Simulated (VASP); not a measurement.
# MgO (F-43m) in VASP: further runs, part 2 of 2

VASP 6.6.1. The steps go on from the part before.

**4. Single point, PBE**

INCAR reads:

```
PREC = Accurate
ENCUT = 520
EDIFF = 1E-7
ISMEAR = 0
SIGMA = 0.01
LREAL = F
LASPH = T
NELM = 80
ALGO = Normal
ISIF = 2
LWAVE = F
LCHARG = F
GGA = PE
NBANDS = 11
```

KPOINTS reads:

```
Automatic mesh
0
Gamma
  8 8 8
```

POSCAR reads:

```
MgO
1.0
    0.0000000000      2.3061620622      2.3061620622
    2.3061620622      0.0000000000      2.3061620622
    2.3061620622      2.3061620622      0.0000000000
Mg O
1 1
Direct
    0.5000000000      0.5000000000      0.5000000000
    0.2500000000      0.2500000000      0.2500000000
```

Potentials or basis: VASP PAW PBE potentials, release 64 (Mg, O).

Command:

```console
cat potpaw_PBE.64/Mg/POTCAR potpaw_PBE.64/O/POTCAR > POTCAR
mpirun -np 1 vasp_std > vasp.out
```

OUTCAR:

```text
PREC = Accurate
   ENCUT = 520
   EDIFF = 1E-7
   ISMEAR = 0
   LREAL = F
   LASPH = T
   NELM = 80
   ISIF = 2
   GGA = PE

 ion  position               nearest neighbor table
   1  0.500  0.500  0.500-   2 2.00   2 2.00   2 2.00   2 2.00
   2  0.250  0.250  0.250-   1 2.00   1 2.00   1 2.00   1 2.00

  LATTYP: Found a face centered cubic cell.
 ALAT       =     4.6123241244

  Lattice vectors:

 A1 = (   0.0000000000,   2.3061620622,   2.3061620622)
 A2 = (   2.3061620622,   0.0000000000,   2.3061620622)
 A3 = (   2.3061620622,   2.3061620622,   0.0000000000)

Analysis of symmetry for initial positions (statically):
=====================================================================
 Subroutine PRICEL returns:
 Original cell was already a primitive cell.

 Routine SETGRP: Setting up the symmetry group for a
 face centered cubic supercell.

 Subroutine GETGRP returns: Found 24 space group operations
 (whereof 24 operations were pure point group operations)
 out of a pool of 48 trial point group operations.

The static configuration has the point symmetry T_d .

Analysis of symmetry for dynamics (positions and initial velocities):
[... 165 lines left out ...]

 k-point     1 :       0.0000    0.0000    0.0000
  band No.  band energies     occupation
      1     -15.1836      2.00000
      2       0.6273      2.00000
      3       0.6273      2.00000
      4       0.6273      2.00000
      5       4.0923      0.00000
      6      17.0967      0.00000
      7      17.0967      0.00000
      8      17.0967      0.00000
      9      20.6493      0.00000
     10      20.6502      0.00000
     11      20.6819      0.00000
[... 309 lines left out ...]
 k-point    24 :      -0.3750    0.2500    0.1250
  band No.  band energies     occupation
      1     -14.4654      2.00000
      2      -1.8638      2.00000
      3      -0.3525      2.00000
      4       0.2130      2.00000
      5       9.0318      0.00000
      6      10.6739      0.00000
      7      13.7766      0.00000
      8      15.4592      0.00000
      9      20.0618      0.00000
     10      21.1140      0.00000
     11      24.1530      0.00000

 [... further k-points ...]
[... 5 lines left out ...]
  --------------------------------------------------------------------------------------
  -------------------------------------------------------------------------------------
  Total       -0.0587593     -0.0587593     -0.0587593      0.0000000      0.0000000     -0.0000000
  in kB       -3.8378492     -3.8378492     -3.8378492      0.0000000      0.0000000     -0.0000000
  external PRESSURE =      -3.8378492 kB  Pullay stress =       0.0000000 kB

 VOLUME and BASIS-vectors are now :
 -----------------------------------------------------------------------------
  energy-cutoff  :      520.00
  volume of cell :       24.53
      direct lattice vectors                 reciprocal lattice vectors
     0.000000000  2.306162062  2.306162062    -0.216810435  0.216810435  0.216810435
     2.306162062  0.000000000  2.306162062     0.216810435 -0.216810435  0.216810435
     2.306162062  2.306162062  0.000000000     0.216810435  0.216810435 -0.216810435

 POSITION                                       TOTAL-FORCE (eV/Angst)
 -----------------------------------------------------------------------------------
      2.30616      2.30616      2.30616         0.000000      0.000000      0.000000
      1.15308      1.15308      1.15308        -0.000000     -0.000000     -0.000000
 -----------------------------------------------------------------------------------
    total drift:                                0.000000      0.000000      0.000000

  FREE ENERGIE OF THE ION-ELECTRON SYSTEM (eV)
  ---------------------------------------------------
  free  energy   TOTEN  =       -11.7011196293 eV

  energy  without entropy=      -11.7011196293  energy(sigma->0) =      -11.70111963
```

OSZICAR:

```text
N       E                     dE             d eps       ncg     rms          rms(c)
DAV:   1     0.209895497962E+02    0.20990E+02   -0.42173E+03   638   0.629E+02
DAV:   2    -0.128548127878E+02   -0.33844E+02   -0.33146E+02   737   0.143E+02
DAV:   3    -0.138627529688E+02   -0.10079E+01   -0.10070E+01   792   0.235E+01
DAV:   4    -0.138659454581E+02   -0.31925E-02   -0.31924E-02   692   0.154E+00
DAV:   5    -0.138659589343E+02   -0.13476E-04   -0.13476E-04   772   0.963E-02    0.829E+00
DAV:   6    -0.117394746274E+02    0.21265E+01   -0.13816E+01   710   0.192E+01    0.284E+00
DAV:   7    -0.117064632287E+02    0.33011E-01   -0.13828E-01   677   0.277E+00    0.154E+00
DAV:   8    -0.117020135495E+02    0.44497E-02   -0.50315E-02   671   0.246E+00    0.366E-01
DAV:   9    -0.117011435621E+02    0.86999E-03   -0.99245E-04   760   0.220E-01    0.222E-01
DAV:  10    -0.117011146833E+02    0.28879E-04   -0.12746E-03   686   0.265E-01    0.129E-02
DAV:  11    -0.117011188988E+02   -0.42155E-05   -0.22695E-05   737   0.285E-02    0.975E-03
DAV:  12    -0.117011196104E+02   -0.71165E-06   -0.30496E-06   689   0.123E-02    0.656E-04
DAV:  13    -0.117011196293E+02   -0.18823E-07   -0.72978E-08   713   0.175E-03
   1 F= -.11701120E+02 E0= -.11701120E+02  d E =-.365274-106
```

stdout:

```text
POSCAR found type information on POSCAR MgO
 POSCAR found :  2 types and       2 ions
 scaLAPACK will be used
 LDA part: xc-table for (Slater+PW92), standard interpolation
 POSCAR, INCAR and KPOINTS ok, starting setup
 FFT: planning ... GRIDC
 FFT: planning ... GRID_SOFT
 FFT: planning ... GRID
 WAVECAR not read
 entering main loop
```

Wall time 6.4 s (1 thread of Intel Xeon 8259CL, shared host); peak memory 0.14 GiB.

What came out:

```yaml
Free_energy: -11.7011 eV
Pressure: -0.4 GPa
Band_gap_on_the_k_mesh: 3.46 eV, direct
```

Expect the measured gap to be larger: semilocal functionals such as PBE lack the derivative discontinuity.
